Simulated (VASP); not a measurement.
# KCl (P4/mmm) in VASP: further runs

KCl is run at these levels: PBEsol; tasks: electric field gradients.

All numbers are computed with VASP 6.6.1; they aren't measurements. Logs are shortened: lines on timing, memory, paths and dates and some standing lists are left out, and cuts for length are marked.

**1. The cell of the first run**

Symmetry: P4/mmm, No. 123, tetragonal system. Conventional cell: a = 3.634 Å, b = 3.634 Å, c = 3.598 Å, α = 90.00°, β = 90.00°, γ = 90.00°. Within 4.1 Å of K (site symmetry 4/mmm) lie 8 Cl at 3.14 Å and 6 K at 3.60 to 3.63 Å. Cl (site symmetry 4/mmm) has 8 K at 3.14 Å and 6 Cl at 3.60 to 3.63 Å within 4.1 Å.

**2. Electric field gradients, PBEsol (zz strain of -1 %)**

INCAR reads:

```
SYSTEM = KCl
ALGO = Normal
EDIFF = 1E-8
ENCUT = 400
GGA = PS
GGA_COMPAT = .FALSE.
ISIF = 2
ISMEAR = -1
LASPH = .TRUE.
LCHARG = .FALSE.
LEFG = .TRUE.
LREAL = .FALSE.
LWAVE = .FALSE.
NBANDS = 15
NELM = 120
PREC = Accurate
SIGMA = 0.02
```

KPOINTS reads:

```
k-points
0
G
  7 7 7
  0 0 0
```

POSCAR reads:

```
KCl
1.0
    3.6340000000      0.0000000000      0.0000000000
    0.0000000000      3.6340000000      0.0000000000
    0.0000000000      0.0000000000      3.5976600000
K Cl
1 1
Direct
    0.0000000000      0.0000000000      0.0000000000
    0.5000000000      0.5000000000      0.5000000000
```

Potentials or basis: VASP PAW PBE potentials, release 64 (K_sv, Cl).

Run with:

```sh
> cat potpaw_PBE.64/K_sv/POTCAR potpaw_PBE.64/Cl/POTCAR > POTCAR
> mpirun -np 1 vasp_std > vasp.out
```

OUTCAR:

```text
SYSTEM = KCl
   EDIFF = 1E-8
   ENCUT = 400
   GGA = PS
   ISIF = 2
   ISMEAR = -1
   LASPH = .TRUE.
   LREAL = .FALSE.
   NELM = 120
   PREC = Accurate

 ion  position               nearest neighbor table
   1  0.000  0.000  0.000-   2 3.14   2 3.14   2 3.14   2 3.14   2 3.14   2 3.14   2 3.14   2 3.14

   2  0.500  0.500  0.500-   1 3.14   1 3.14   1 3.14   1 3.14   1 3.14   1 3.14   1 3.14   1 3.14

  LATTYP: Found a simple tetragonal cell.
 ALAT       =     3.6340000000
 C/A-ratio  =     0.9900000000

  Lattice vectors:

 A1 = (   3.6340000000,   0.0000000000,   0.0000000000)
 A2 = (   0.0000000000,   3.6340000000,   0.0000000000)
 A3 = (   0.0000000000,   0.0000000000,   3.5976600000)

Analysis of symmetry for initial positions (statically):
=====================================================================
 Subroutine PRICEL returns:
 Original cell was already a primitive cell.

 Routine SETGRP: Setting up the symmetry group for a
 simple tetragonal supercell.

 Subroutine GETGRP returns: Found 16 space group operations
 (whereof 16 operations were pure point group operations)
 out of a pool of 16 trial point group operations.

The static configuration has the point symmetry D_4h.

Analysis of symmetry for dynamics (positions and initial velocities):
=====================================================================
 Subroutine PRICEL returns:
 Original cell was already a primitive cell.

 Routine SETGRP: Setting up the symmetry group for a
 simple tetragonal supercell.

 Subroutine GETGRP returns: Found 16 space group operations
 (whereof 16 operations were pure point group operations)
 out of a pool of 16 trial point group operations.

The dynamic configuration has the point symmetry D_4h.

 Subroutine INISYM returns: Found 16 space group operations
 (whereof 16 operations are pure point group operations),
 and found     1 'primitive' translations

----------------------------------------------------------------------------------------

                                     Primitive cell

  volume of cell :      47.5105

  direct lattice vectors                    reciprocal lattice vectors
     3.634000000  0.000000000  0.000000000     0.275178866  0.000000000  0.000000000
     0.000000000  3.634000000  0.000000000     0.000000000  0.275178866  0.000000000
     0.000000000  0.000000000  3.597660000     0.000000000  0.000000000  0.277958451

  length of vectors
     3.634000000  3.634000000  3.597660000     0.275178866  0.275178866  0.277958451

  position of ions in fractional coordinates (direct lattice)
     0.000000000  0.000000000  0.000000000
     0.500000000  0.500000000  0.500000000

  ion indices of the primitive-cell ions
   primitive index   ion index
                 1           1
                 2           2

----------------------------------------------------------------------------------------

 KPOINTS: k-points

Automatic generation of k-mesh.
 Grid dimensions read from file:
 generate k-points for:    7    7    7

 Generating k-lattice:

  Cartesian coordinates                     Fractional coordinates (reciprocal lattice)
     0.039311267  0.000000000  0.000000000     0.142857143  0.000000000  0.000000000
     0.000000000  0.039311267  0.000000000     0.000000000  0.142857143  0.000000000
     0.000000000  0.000000000  0.039708350     0.000000000  0.000000000  0.142857143

  Length of vectors
     0.039311267  0.039311267  0.039708350

  Shift w.r.t. Gamma in fractional coordinates (k-lattice)
     0.000000000  0.000000000  0.000000000

 Subroutine IBZKPT returns following result:
 ===========================================

 Found     40 irreducible k-points:

 Following reciprocal coordinates:
            Coordinates               Weight
[... 33 lines left out ...]
 SYSTEM =  KCl
   PREC   = accura    normal or accurate (medium, high low for compatibility)
   ISTART =      0    job   : 0-new  1-cont  2-samecut
   ICHARG =      2    charge: 1-file 2-atom 10-const
   ISPIN  =      1    spin polarized calculation?
   LNONCOLLINEAR =      F non collinear calculations
   LSORBIT =      F    spin-orbit coupling
   LASPH  =      T    aspherical Exc in radial PAW
   ENCUT  =  400.0 eV  29.40 Ry    5.42 a.u.   5.93  5.93  5.87*2*pi/ulx,y,z
   NELM   =    120;   NELMIN=  2; NELMDL= -5     # of ELM steps
   EDIFF  = 0.1E-07   stopping-criterion for ELM
   LREAL  =      F    real-space projection
   EDIFFG = 0.1E-06   stopping-criterion for IOM
   NSW    =      0    number of steps for IOM
   IBRION =     -1    ionic relax: 0-MD 1-quasi-New 2-CG
   NFREE  =      0    steps in history (QN), initial steepest desc. (CG)
   ISIF   =      2    stress and relaxation
   ISYM   =      2    0-nonsym 1-usesym 2-fastsym
   POTIM  = 0.5000    time-step for ionic-motion
   TEBEG  =    0.0;   TEEND  =   0.0 temperature during run
   PSTRESS=    0.0 pullay stress
   NELECT =      16.0000    total number of electrons
   NUPDOWN=      -1.0000    fix difference up-down
   EMIN   =  10.00;   EMAX   =-10.00  energy-range for DOS
   EFERMI =   0.00;   METHOD = LEGACY
   ISMEAR =    -1;   SIGMA  =   0.02  broadening in eV -4-tet -1-fermi 0-gaus
   EFERMI_NEDOS =   21; number of points for ismear=-14 and -15
   IALGO  =     38    algorithm
   IMIX   =      4    mixing-type and parameters
     AMIX     =   0.40;   BMIX     =  1.00
     AMIX_MAG =   1.60;   BMIX_MAG =  1.00
  volume/ion in A,a.u.               =      23.76       160.31
  Fermi-wavevector in a.u.,A,eV,Ry     =   1.138985  2.152370 17.650672  1.297288
  Thomas-Fermi vector in A             =   2.275689
   LORBIT       =      0    0 simple, 1 ext, 2 COOP (PROOUT), +10 PAW based schemes
   GGA     = PS    functional components
   LHFCALC =     F    Hartree Fock is set to
   AEXX    =    0.0000 exact exchange contribution
   IVDW    =     0    specifies the selected vdW correction
   LEPSILON=     F    determine dielectric tensor
   LRPA    =     F    only Hartree local field effects (RPA)
 non-spin polarized calculation
  energy-cutoff  :      400.00
  volume of cell :       47.51
 maximum number of plane-waves:       880
 NGX is ok and might be reduce to    24
   NGX = 11   NGY = 11   NGZ = 11

 number of electron      15.9999996 magnetization

 Free energy of the ion-electron system (eV)
  ---------------------------------------------------
  ext. energy  EPLUGINS =         0.00000000
  ---------------------------------------------------
  free energy    TOTEN  =        -6.87713456 eV

  energy without entropy =       -6.87713456  energy(sigma->0) =       -6.87713456

 E-fermi :   0.5478     XC(G=0):  -9.0780

 val. band max:        0.0608661331   @ k =   0.4286   0.4286   0.0000
 cond. band min:       5.4695967658   @ k =   0.0000   0.0000   0.0000
 fundamental gap:      5.4087306327
 Fermi energy:         0.5477575300

 k-point     1 :       0.0000    0.0000    0.0000
  band No.  band energies     occupation
      1     -27.5866      2.00000
      2     -12.8737      2.00000
      3     -10.9974      2.00000
      4     -10.9974      2.00000
      5     -10.9856      2.00000
      6      -0.2043      2.00000
      7      -0.2043      2.00000
      8      -0.1388      2.00000
      9       5.4696      0.00000
     10       6.2278      0.00000
     11       6.2805      0.00000
     12      11.0540      0.00000
     13      11.1418      0.00000
     14      11.1418      0.00000
[... 401 lines left out ...]
      2     -12.7905      2.00000
      3     -11.2487      2.00000
      4     -11.0441      2.00000
      5     -10.9114      2.00000
      6      -1.7151      2.00000
      7      -1.0522      2.00000
      8      -0.1022      2.00000
      9       7.0077      0.00000
     10       7.7921      0.00000
     11       9.5202      0.00000
     12       9.9383      0.00000
     13      10.0727      0.00000
     14      11.3157      0.00000
     15      12.8531      0.00000

 [... further k-points ...]

------------------------ aborting loop because EDIFF is reached ----------------------------------------

  FORCE on cell =-STRESS in cart. coord.  units (eV):
  Direction    XX          YY          ZZ          XY          YZ          ZX
  --------------------------------------------------------------------------------------
  -------------------------------------------------------------------------------------
  Total        0.7603696      0.7603696      0.9138520      0.0000000      0.0000000      0.0000000
  in kB       25.6416139     25.6416139     30.8174341      0.0000000      0.0000000      0.0000000
  external PRESSURE =      27.3668873 kB  Pullay stress =       0.0000000 kB

 VOLUME and BASIS-vectors are now :
 -----------------------------------------------------------------------------
  energy-cutoff  :      400.00
  volume of cell :       47.51
      direct lattice vectors                 reciprocal lattice vectors
     3.634000000  0.000000000  0.000000000     0.275178866  0.000000000  0.000000000
     0.000000000  3.634000000  0.000000000     0.000000000  0.275178866  0.000000000
     0.000000000  0.000000000  3.597660000     0.000000000  0.000000000  0.277958451

 POSITION                                       TOTAL-FORCE (eV/Angst)
 -----------------------------------------------------------------------------------
      0.00000      0.00000      0.00000         0.000000      0.000000      0.000000
      1.81700      1.81700      1.79883         0.000000      0.000000      0.000000
 -----------------------------------------------------------------------------------
    total drift:                                0.000000      0.000000     -0.000000

  FREE ENERGIE OF THE ION-ELECTRON SYSTEM (eV)
  ---------------------------------------------------
  free  energy   TOTEN  =        -6.8771345647 eV

  energy  without entropy=       -6.8771345647  energy(sigma->0) =       -6.87713456

 Electric field gradients (V/A^2)
---------------------------------------------------------------------
 ion       V_xx      V_yy      V_zz      V_xy      V_xz      V_yz
---------------------------------------------------------------------
   1      -0.683    -0.683     1.367    -0.000     0.000    -0.000
   2       1.312     1.312    -2.623    -0.000     0.000     0.000
---------------------------------------------------------------------

 Electric field gradients after diagonalization (V/A^2)
 (convention: |V_zz| > |V_xx| > |V_yy|)
----------------------------------------------------------------------
 ion       V_xx      V_yy      V_zz     asymmetry (V_yy - V_xx)/ V_zz
----------------------------------------------------------------------
   1      -0.683    -0.683     1.367       0.000
   2       1.312     1.312    -2.623       0.000
----------------------------------------------------------------------

           NMR quadrupolar parameters

 Cq : quadrupolar parameter    Cq=e*Q*V_zz/h
 eta: asymmetry parameters     (V_yy - V_xx)/ V_zz
 Q  : nuclear electric quadrupole moment in mb (millibarn)
----------------------------------------------------------------------
 ion       Cq(MHz)       eta       Q (mb)
----------------------------------------------------------------------
   1       0.003       0.000       1.000
   2      -0.006       0.000       1.000
----------------------------------------------------------------------
```

Wall time 21 s (1 thread of Intel Xeon 8259CL, shared host); peak memory 0.14 GiB.

What came out:

| Property | Result |
| --- | --- |
| Free energy | -6.8771 eV |
| Pressure | 2.7 GPa |
| Band gap on the k mesh | 5.41 eV (least direct gap 5.61 eV) |
| Largest electric field gradient by atom | K +1.4; Cl -2.6 V/Å² |

Electric field gradients, principal values (V/Å²):
```
atom   least  middle  greatest (by size)
 1 K  -0.683  -0.683               1.367
2 Cl   1.312   1.312              -2.623
```

Caveat: the cell differs from its parent crystal (zz strain of -1 %); without QUAD_EFG the Cq values of the log hold for a quadrupole moment of 1 mb, not for the nuclei; the PAW data sets were made with another functional, which shifts forces and pressure a little. A k mesh can miss the band edges.

[end of part 1 of 2]
